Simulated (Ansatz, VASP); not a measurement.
**Li16LaNb15O47: VASP beside Ansatz**

```
CELL_PARAMETERS angstrom
5.18990 2.99639 9.34445
-5.18990 2.99639 9.34445
0.00000 -5.99278 9.34445
ATOMIC_POSITIONS crystal
Li 0.35864 0.35471 0.36063
Li 0.09876 0.09366 0.12253
Li 0.37106 0.36567 0.89208
Li 0.10695 0.10882 0.61383
Li 0.36324 0.85730 0.35576
Li 0.11115 0.61017 0.10787
Li 0.35917 0.84980 0.85754
Li 0.07041 0.63688 0.59889
Li 0.85814 0.35323 0.35878
Li 0.60535 0.10841 0.11205
Li 0.86124 0.35243 0.86560
Li 0.61507 0.10510 0.60272
Li 0.86549 0.85457 0.35794
Li 0.61058 0.61264 0.10358
Li 0.85709 0.86244 0.85709
Li 0.60616 0.60155 0.61357
La 0.47696 0.48527 0.51800
Nb 0.24633 0.24746 0.25542
Nb 0.49995 0.49754 0.99926
Nb 0.24452 0.23200 0.76445
Nb 0.50461 0.99472 0.49768
Nb 0.26118 0.74322 0.24598
Nb 0.49504 0.00740 0.99511
Nb 0.24577 0.75801 0.74824
Nb 0.99933 0.49956 0.49989
Nb 0.74710 0.24616 0.25397
Nb 0.00153 0.50553 0.99146
Nb 0.75746 0.24234 0.75273
Nb 0.00076 0.99832 0.49780
Nb 0.74769 0.74423 0.24874
Nb 0.99299 0.99365 0.01262
Nb 0.74353 0.75316 0.75115
O 0.14161 0.32025 0.44396
O 0.32068 0.44387 0.13774
O 0.44326 0.14228 0.32453
O 0.19778 0.06715 0.39191
O 0.39650 0.18916 0.07684
O 0.07618 0.38557 0.18860
O 0.15681 0.33774 0.91354
O 0.44527 0.15847 0.80928
O 0.20371 0.05374 0.88790
O 0.39343 0.21629 0.56822
O 0.07623 0.39037 0.69423
O 0.14116 0.81564 0.45035
O 0.31413 0.96111 0.12505
O 0.44170 0.66776 0.29030
O 0.19963 0.56762 0.39693
O 0.38616 0.69476 0.06488
O 0.07109 0.89062 0.19333
O 0.13669 0.81938 0.94813
O 0.31901 0.95079 0.64303
O 0.44728 0.63832 0.81992
O 0.20155 0.57120 0.88194
O 0.38396 0.71209 0.56783
O 0.06571 0.89417 0.69792
O 0.67369 0.29332 0.43260
O 0.83233 0.44086 0.12648
O 0.95925 0.13143 0.31450
O 0.69756 0.06257 0.38493
O 0.90193 0.18936 0.06898
O 0.57068 0.39031 0.19613
O 0.64343 0.31693 0.95067
O 0.82443 0.44401 0.64074
O 0.94479 0.13986 0.82553
O 0.69737 0.06782 0.88941
O 0.89306 0.19513 0.56946
O 0.57123 0.38724 0.71427
O 0.63315 0.81728 0.44602
O 0.81480 0.94244 0.14425
O 0.94627 0.63907 0.32082
O 0.70287 0.56533 0.38456
O 0.89358 0.69256 0.06614
O 0.57141 0.88604 0.19031
O 0.63571 0.82787 0.93908
O 0.82051 0.94573 0.63641
O 0.94328 0.64601 0.81467
O 0.69374 0.57336 0.89036
O 0.88576 0.69656 0.57076
O 0.56689 0.89599 0.69307
```

Alike in both runs: functional PBE; k mesh 1 × 1 × 1; no spin polarisation.

Ansatz relaxed the structure, and its values are those at the end. VASP's run is a single point on that final structure, the one shown.

|  | VASP | Ansatz |
| --- | --- | --- |
| version | VASP 6.6.1 | Ansatz 0.2.0 |
| potentials or method | VASP PAW PBE potentials, release 64 (Li_sv, La, Nb_sv, O), cutoff 520 eV | plane-wave PAW DFT |
| occupations | gaussian, width 0.01 eV | fixed |
| valence electrons in the cell | 536 | 536 |

|  | VASP | Ansatz | Ansatz less VASP |
| --- | --- | --- | --- |
| gap on the k mesh at the Fermi level (eV) | 3.32 | 3.34 | +0.015 |
| rms of the force components (eV/Å) | 0.015 | 0.006 | -0.0086 |

Neither program's run includes spin-orbit coupling. Noted on VASP's run: the cutoff is under 1.25 times that of the potentials, so the pressure is a little rough.
